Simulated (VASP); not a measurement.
A run of VASP 6.6.1 is set up as follows.

INCAR

```
PREC = Accurate
ENCUT = 520
EDIFF = 1E-7
ISMEAR = -1
SIGMA = 0.1
LREAL = F
LASPH = T
NELM = 80
ALGO = Normal
ISIF = 2
LWAVE = F
LCHARG = T
GGA = RE
LELF = T
LVHAR = T
NBANDS = 14
```

KPOINTS

```
Automatic mesh
0
Gamma
  8 8 8
```

The input POSCAR:

```
Na
1.0
    0.0000000000      3.8232747082      3.8232747082
    3.8232747082      0.0000000000      3.8232747082
    3.8232747082      3.8232747082      0.0000000000
Na
2
Direct
    0.1250000000      0.1250000000      0.1250000000
    0.8750000000      0.8750000000      0.8750000000
```

Potentials or basis: VASP PAW PBE potentials, release 64 (Na_pv).

Launch:

```bash
$ cat potpaw_PBE.64/Na_pv/POTCAR > POTCAR
$ mpirun -np 1 vasp_std > vasp.out
```

Predict the band gap on the k mesh.

zero (bands 7 and 8 overlap by 0.74 eV).

What does it give for the pressure?

0.1 GPa.

Caveat: the PAW data sets were made with another functional, which shifts forces and pressure a little.
